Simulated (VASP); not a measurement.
# MgS (Fm-3m) in VASP: notebook

MgS is run at these levels: PBEsol; tasks: single point.

All numbers are computed with VASP 6.6.1; they aren't measurements. Logs are shortened: lines on timing, memory, paths and dates and some standing lists are left out, and cuts for length are marked.

## (1) The cell of the first run

It takes space group Fm-3m (No. 225, cubic). Conventional cell: a = 5.284 Å, b = 5.284 Å, c = 5.284 Å, α = 90.00°, β = 90.00°, γ = 90.00°. Mg (site symmetry m-3m) has 6 S at 2.64 Å within 3.5 Å. Within 3.5 Å of S (site symmetry m-3m) lie 6 Mg at 2.64 Å.

## (2) Single point, PBEsol (volume scaled by 1.06)

INCAR reads:

```
PREC     = Accurate       # precision mode
ENCUT    = 520            # plane-wave cutoff, eV
EDIFF    = 1E-6           # SCF threshold, eV
ISMEAR   = 0              # smearing method
SIGMA    = 0.02           # smearing width, eV
LREAL    = False          # projectors in reciprocal space
LASPH    = True           # aspherical terms in the spheres
NELM     = 80             # most SCF steps
ALGO     = Normal         # electronic algorithm
ISIF     = 2              # what is computed and relaxed
LWAVE    = False          # write WAVECAR
LCHARG   = True           # write CHGCAR
GGA      = PS             # functional
LELF     = True           # ELF
LVHAR    = True         
NBANDS   = 11             # bands
```

KPOINTS reads:

```
Automatic mesh
0
Gamma
  8 8 8
```

POSCAR reads:

```
MgS
1.0
    0.0000000000      2.6418072073      2.6418072073
    2.6418072073      0.0000000000      2.6418072073
    2.6418072073      2.6418072073      0.0000000000
Mg S
1 1
Direct
    0.0000000000      0.0000000000      0.0000000000
    0.5000000000      0.5000000000      0.5000000000
```

Potentials or basis: VASP PAW PBE potentials, release 64 (Mg, S).

Launch:

```console
cat potpaw_PBE.64/Mg/POTCAR potpaw_PBE.64/S/POTCAR > POTCAR
mpirun -np 1 vasp_std > vasp.out
```

OUTCAR:

```text
PREC = Accurate
   ENCUT = 520
   EDIFF = 1E-6
   ISMEAR = 0
   LREAL = False
   LASPH = True
   NELM = 80
   ISIF = 2
   GGA = PS

 ion  position               nearest neighbor table
   1  0.000  0.000  0.000-   2 2.64   2 2.64   2 2.64   2 2.64   2 2.64   2 2.64
   2  0.500  0.500  0.500-   1 2.64   1 2.64   1 2.64   1 2.64   1 2.64   1 2.64

  LATTYP: Found a face centered cubic cell.
 ALAT       =     5.2836144146

  Lattice vectors:

 A1 = (   0.0000000000,   2.6418072073,   2.6418072073)
 A2 = (   2.6418072073,   0.0000000000,   2.6418072073)
 A3 = (   2.6418072073,   2.6418072073,   0.0000000000)

Analysis of symmetry for initial positions (statically):
=====================================================================
 Subroutine PRICEL returns:
 Original cell was already a primitive cell.

 Routine SETGRP: Setting up the symmetry group for a
 face centered cubic supercell.

 Subroutine GETGRP returns: Found 48 space group operations
 (whereof 48 operations were pure point group operations)
 out of a pool of 48 trial point group operations.

The static configuration has the point symmetry O_h .

Analysis of symmetry for dynamics (positions and initial velocities):
=====================================================================
 Subroutine PRICEL returns:
 Original cell was already a primitive cell.

 Routine SETGRP: Setting up the symmetry group for a
 face centered cubic supercell.

 Subroutine GETGRP returns: Found 48 space group operations
 (whereof 48 operations were pure point group operations)
 out of a pool of 48 trial point group operations.

The dynamic configuration has the point symmetry O_h .

 Subroutine INISYM returns: Found 48 space group operations
 (whereof 48 operations are pure point group operations),
 and found     1 'primitive' translations

----------------------------------------------------------------------------------------

                                     Primitive cell

  volume of cell :      36.8751

  direct lattice vectors                    reciprocal lattice vectors
     0.000000000  2.641807207  2.641807207    -0.189264379  0.189264379  0.189264379
     2.641807207  0.000000000  2.641807207     0.189264379 -0.189264379  0.189264379
     2.641807207  2.641807207  0.000000000     0.189264379  0.189264379 -0.189264379

  length of vectors
     3.736079582  3.736079582  3.736079582     0.327815520  0.327815520  0.327815520

  position of ions in fractional coordinates (direct lattice)
     0.000000000  0.000000000  0.000000000
     0.500000000  0.500000000  0.500000000

  ion indices of the primitive-cell ions
   primitive index   ion index
                 1           1
                 2           2

----------------------------------------------------------------------------------------

 KPOINTS: Automatic mesh

Automatic generation of k-mesh.
 Grid dimensions read from file:
 generate k-points for:    8    8    8

 Generating k-lattice:

  Cartesian coordinates                     Fractional coordinates (reciprocal lattice)
    -0.023658047  0.023658047  0.023658047     0.125000000  0.000000000  0.000000000
     0.023658047 -0.023658047  0.023658047     0.000000000  0.125000000  0.000000000
     0.023658047  0.023658047 -0.023658047     0.000000000  0.000000000  0.125000000

  Length of vectors
     0.040976940  0.040976940  0.040976940

  Shift w.r.t. Gamma in fractional coordinates (k-lattice)
     0.000000000  0.000000000  0.000000000

 Subroutine IBZKPT returns following result:
 ===========================================

 Found     29 irreducible k-points:

 Following reciprocal coordinates:
            Coordinates               Weight
  0.000000  0.000000  0.000000      1.000000
  0.125000  0.000000  0.000000      8.000000
  0.250000  0.000000  0.000000      8.000000
  0.375000  0.000000  0.000000      8.000000
  0.500000  0.000000  0.000000      4.000000
  0.125000  0.125000  0.000000      6.000000
[... 16 lines left out ...]
  0.500000  0.250000  0.125000     48.000000
 -0.375000  0.250000  0.125000     24.000000
 [... further k-points ...]
   k-points           NKPTS =     29   k-points in BZ     NKDIM =     29   number of bands    NBANDS=     11
   number of dos      NEDOS =    301   number of ions     NIONS =      2
   total plane-waves  NPLWV =  21952
   dimension x,y,z NGX =    28 NGY =   28 NGZ =   28
   dimension x,y,z NGXF=    56 NGYF=   56 NGZF=   56
   ions per type =               1   1
   NGX,Y,Z   is equivalent  to a cutoff of  12.46, 12.46, 12.46 a.u.
   NGXF,Y,Z  is equivalent  to a cutoff of  24.92, 24.92, 24.92 a.u.
 SYSTEM =  unknown system
   PREC   = accura    normal or accurate (medium, high low for compatibility)
   ISTART =      0    job   : 0-new  1-cont  2-samecut
   ICHARG =      2    charge: 1-file 2-atom 10-const
   ISPIN  =      1    spin polarized calculation?
   LNONCOLLINEAR =      F non collinear calculations
   LSORBIT =      F    spin-orbit coupling
   LASPH  =      T    aspherical Exc in radial PAW
   ENCUT  =  520.0 eV  38.22 Ry    6.18 a.u.   6.95  6.95  6.95*2*pi/ulx,y,z
   NELM   =     80;   NELMIN=  2; NELMDL= -5     # of ELM steps
   EDIFF  = 0.1E-05   stopping-criterion for ELM
   LREAL  =      F    real-space projection
   EDIFFG = 0.1E-04   stopping-criterion for IOM
   NSW    =      0    number of steps for IOM
   IBRION =     -1    ionic relax: 0-MD 1-quasi-New 2-CG
   NFREE  =      0    steps in history (QN), initial steepest desc. (CG)
   ISIF   =      2    stress and relaxation
   ISYM   =      2    0-nonsym 1-usesym 2-fastsym
   POTIM  = 0.5000    time-step for ionic-motion
   TEBEG  =    0.0;   TEEND  =   0.0 temperature during run
   PSTRESS=    0.0 pullay stress
   NELECT =       8.0000    total number of electrons
   NUPDOWN=      -1.0000    fix difference up-down
   EMIN   =  10.00;   EMAX   =-10.00  energy-range for DOS
   EFERMI =   0.00;   METHOD = LEGACY
   ISMEAR =     0;   SIGMA  =   0.02  broadening in eV -4-tet -1-fermi 0-gaus
   EFERMI_NEDOS =   21; number of points for ismear=-14 and -15
   IALGO  =     38    algorithm
   IMIX   =      4    mixing-type and parameters
     AMIX     =   0.40;   BMIX     =  1.00
     AMIX_MAG =   1.60;   BMIX_MAG =  1.00
  volume/ion in A,a.u.               =      18.44       124.42
  Fermi-wavevector in a.u.,A,eV,Ry     =   0.983695  1.858914 13.165752  0.967655
  Thomas-Fermi vector in A             =   2.114872
   LORBIT       =      0    0 simple, 1 ext, 2 COOP (PROOUT), +10 PAW based schemes
   GGA     = PS    functional components
   LHFCALC =     F    Hartree Fock is set to
   AEXX    =    0.0000 exact exchange contribution
   IVDW    =     0    specifies the selected vdW correction
   LEPSILON=     F    determine dielectric tensor
   LRPA    =     F    only Hartree local field effects (RPA)
 non-spin polarized calculation
 Gauss-broadening in eV      SIGMA  =   0.02
  energy-cutoff  :      520.00
  volume of cell :       36.88
 maximum number of plane-waves:      1003
   NGX = 13   NGY = 13   NGZ = 13

 number of electron       8.0000001 magnetization

 Free energy of the ion-electron system (eV)
  ---------------------------------------------------
  ext. energy  EPLUGINS =         0.00000000
  ---------------------------------------------------
  free energy    TOTEN  =        -9.04531114 eV

  energy without entropy =       -9.04531114  energy(sigma->0) =       -9.04531114

 E-fermi :   3.4278     XC(G=0):  -9.6480

 val. band max:        3.2755124049   @ k =   0.0000   0.0000   0.0000
 cond. band min:       5.8830505889   @ k =   0.5000   0.5000   0.0000
 fundamental gap:      2.6075381841
 Fermi energy:         3.4278176328

 k-point     1 :       0.0000    0.0000    0.0000
  band No.  band energies     occupation
      1      -9.1527      2.00000
      2       3.2755      2.00000
      3       3.2755      2.00000
      4       3.2755      2.00000
      5       6.5208      0.00000
      6      11.1530      0.00000
      7      11.1530      0.00000
      8      11.1530      0.00000
      9      13.5321      0.00000
     10      13.5321      0.00000
     11      15.4592      0.00000

 k-point     2 :       0.1250    0.0000    0.0000
  band No.  band energies     occupation
      1      -9.0110      2.00000
      2       2.2336      2.00000
      3       3.1820      2.00000
      4       3.1820      2.00000
      5       7.3508      0.00000
      6      10.7863      0.00000
      7      11.3819      0.00000
      8      11.3819      0.00000
      9      12.8442      0.00000
     10      12.8442      0.00000
     11      15.5030      0.00000

 k-point     3 :       0.2500    0.0000    0.0000
  band No.  band energies     occupation
      1      -8.6294      2.00000
      2       0.5374      2.00000
      3       2.9773      2.00000
      4       2.9773      2.00000
      5       7.9279      0.00000
      6      10.9595      0.00000
      7      10.9595      0.00000
      8      11.2425      0.00000
      9      13.4060      0.00000
     10      13.4060      0.00000
     11      14.7293      0.00000

 k-point     4 :       0.3750    0.0000    0.0000
  band No.  band energies     occupation
      1      -8.1683      2.00000
      2      -0.8350      2.00000
      3       2.7966      2.00000
      4       2.7966      2.00000
      5       7.7322      0.00000
      6      10.2901      0.00000
      7      10.2901      0.00000
      8      12.5166      0.00000
      9      14.4797      0.00000
     10      15.3156      0.00000
     11      15.3156      0.00000
[... 239 lines left out ...]
 k-point    22 :       0.3750    0.2500    0.1250
  band No.  band energies     occupation
      1      -8.3320      2.00000
      2       0.2833      2.00000
      3       1.8916      2.00000
      4       2.6402      2.00000
      5       8.7865      0.00000
      6       9.6671      0.00000
      7      10.0977      0.00000
      8      12.2057      0.00000
      9      13.2060      0.00000
     10      15.9848      0.00000
     11      17.6638      0.00000

 k-point    23 :       0.5000    0.2500    0.1250
  band No.  band energies     occupation
      1      -7.9444      2.00000
      2      -0.5045      2.00000
      3       1.3728      2.00000
      4       2.3416      2.00000
      5       8.6921      0.00000
      6       9.4522      0.00000
      7      10.8775      0.00000
      8      11.9818      0.00000
      9      14.6256      0.00000
     10      17.1584      0.00000
     11      17.7120      0.00000

 k-point    24 :      -0.3750    0.2500    0.1250
  band No.  band energies     occupation
      1      -7.7610      2.00000
      2      -0.8685      2.00000
      3       1.2326      2.00000
      4       2.1866      2.00000
      5       8.6638      0.00000
      6       9.1633      0.00000
      7      11.4731      0.00000
      8      12.3746      0.00000
      9      15.2313      0.00000
     10      16.1077      0.00000
     11      18.4126      0.00000

 [... further k-points ...]

------------------------ aborting loop because EDIFF is reached ----------------------------------------

  FORCE on cell =-STRESS in cart. coord.  units (eV):
  Direction    XX          YY          ZZ          XY          YZ          ZX
  --------------------------------------------------------------------------------------
  -------------------------------------------------------------------------------------
  Total       -0.9803061     -0.9803061     -0.9803061      0.0000000      0.0000000      0.0000000
  in kB      -42.5930706    -42.5930706    -42.5930706      0.0000000      0.0000000      0.0000000
  external PRESSURE =     -42.5930706 kB  Pullay stress =       0.0000000 kB

 VOLUME and BASIS-vectors are now :
 -----------------------------------------------------------------------------
  energy-cutoff  :      520.00
  volume of cell :       36.88
      direct lattice vectors                 reciprocal lattice vectors
     0.000000000  2.641807207  2.641807207    -0.189264379  0.189264379  0.189264379
     2.641807207  0.000000000  2.641807207     0.189264379 -0.189264379  0.189264379
     2.641807207  2.641807207  0.000000000     0.189264379  0.189264379 -0.189264379

 POSITION                                       TOTAL-FORCE (eV/Angst)
 -----------------------------------------------------------------------------------
      0.00000      0.00000      0.00000        -0.000000      0.000000      0.000000
      2.64181      2.64181      2.64181         0.000000     -0.000000     -0.000000
 -----------------------------------------------------------------------------------
    total drift:                                0.000000      0.000000      0.000000

  FREE ENERGIE OF THE ION-ELECTRON SYSTEM (eV)
  ---------------------------------------------------
  free  energy   TOTEN  =        -9.0453111350 eV

  energy  without entropy=       -9.0453111350  energy(sigma->0) =       -9.04531114
```

Run time: 7.1 s. Hardware: 1 thread of Intel Xeon Platinum 8488C (Sapphire Rapids), shared host; peak memory 0.15 GiB.

What came out:

* Free energy: -9.0453 eV
* Pressure: -4.3 GPa
* Band gap on the k mesh: 2.61 eV, indirect (least direct gap 3.25 eV)

Levels at points of the mesh, in eV from the valence-band top:
| k point | band 2 | band 3 | band 4 | band 5 | band 6 | band 7 |
| --- | --- | --- | --- | --- | --- | --- |
| (0.00, 0.00, 0.00) | 0.00 | 0.00 | 0.00 | 3.25 | 7.88 | 7.88 |
| (0.50, 0.00, 0.00) | -4.66 | -0.55 | -0.55 | 4.33 | 6.77 | 6.77 |
| (0.50, 0.50, 0.00) | -4.03 | -1.61 | -1.61 | 2.61 | 4.37 | 11.43 |

Caveat: the PAW data sets were made with another functional, which shifts forces and pressure a little. A k mesh can miss the band edges.

(Continued in part 2 of 2.)
